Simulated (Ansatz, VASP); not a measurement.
Given: the input of a run of Ansatz 0.2.0 on Te2Mo.

The input input.yaml:

```yaml
crystal:
  lattice:
    - [3.630059028, 0.0, 0.0]
    - [-1.815029514, 3.1437233354, 0.0]
    - [0.0, 0.0, 17.8677540541]
  atoms:
    - { symbol: Te, position: [0.3333333333, 0.6666666667, 0.10214455] }
    - { symbol: Te, position: [0.3333333333, 0.6666666667, 0.89785545] }
    - { symbol: Mo, position: [0.0, 0.0, 0.0] }
hamiltonian:
  xc: lda
  pseudopotentials: { kind: paw }
kpoints:
  mp_grid: { grid: [9, 9, 2] }
scf:
  occupations: { method: fermi_dirac, width: 0.05 }
output:
  forces: true
  stress: true
  eigenvalues: true
```

Potentials or basis: Ansatz PAW.

Launch:

```console
$ ansatz run input.yaml --threads 1 --pin off --max-ram 3584MiB --backend cpu --events-out ev --progress --plain --runs-dir out
```

**Question.** Translate it to VASP 6.6.1. Potentials there: VASP PAW LDA potentials, release 64 (Te, Mo_sv).

**Answer.** As run (the cutoff follows the program's own potentials):

INCAR

```
SYSTEM = Te2Mo
PREC = Accurate ; ENCUT = 520
EDIFF = 1E-6 ; ISMEAR = -1
SIGMA = 0.05 ; LREAL = .FALSE.
LASPH = .TRUE. ; NELM = 100
ALGO = Normal ; ISIF = 2
LWAVE = .FALSE. ; LCHARG = .FALSE.
GGA = CA ; NBANDS = 20
```

File KPOINTS:

```
regular mesh
0
G
  9 9 2
  0 0 0
```

POSCAR

```
Te2Mo
1.0
    3.6300590280      0.0000000000      0.0000000000
   -1.8150295140      3.1437233354      0.0000000000
    0.0000000000      0.0000000000     17.8677540541
Te Mo
2 1
Direct
    0.3333333333      0.6666666667      0.1021445500
    0.3333333333      0.6666666667      0.8978554500
    0.0000000000      0.0000000000      0.0000000000
```

Potentials or basis: VASP PAW LDA potentials, release 64 (Te, Mo_sv).

Launch:

```sh
$ cat potpaw_LDA.64/Te/POTCAR potpaw_LDA.64/Mo_sv/POTCAR > POTCAR
$ mpirun -np 1 vasp_std > vasp.out
```

Both were run:

|  | VASP | Ansatz | Ansatz less VASP |
| --- | --- | --- | --- |
| gap on the k mesh at the Fermi level (eV) | 0.96 | 0.96 | -0.001 |
| least direct gap on the mesh (eV) | 0.96 | 0.96 | -0.001 |
| rms of the force components (eV/Å) | 0.519 | 0.540 | +0.0204 |

LDA's correlation is that of Perdew and Zunger in VASP and of Perdew and Wang (1992) in Ansatz. Atom by atom the forces differ by 0.020 eV/Å (rms over components). VASP's potentials hold 26 valence electrons a cell and Ansatz's 46, so a difference there can come from the potentials and not from the codes.

Spin-orbit coupling is off throughout. Noted on Ansatz's run: odd divisions of the mesh miss points on the zone boundary, where band edges often lie, so the gap on the mesh can be too wide.
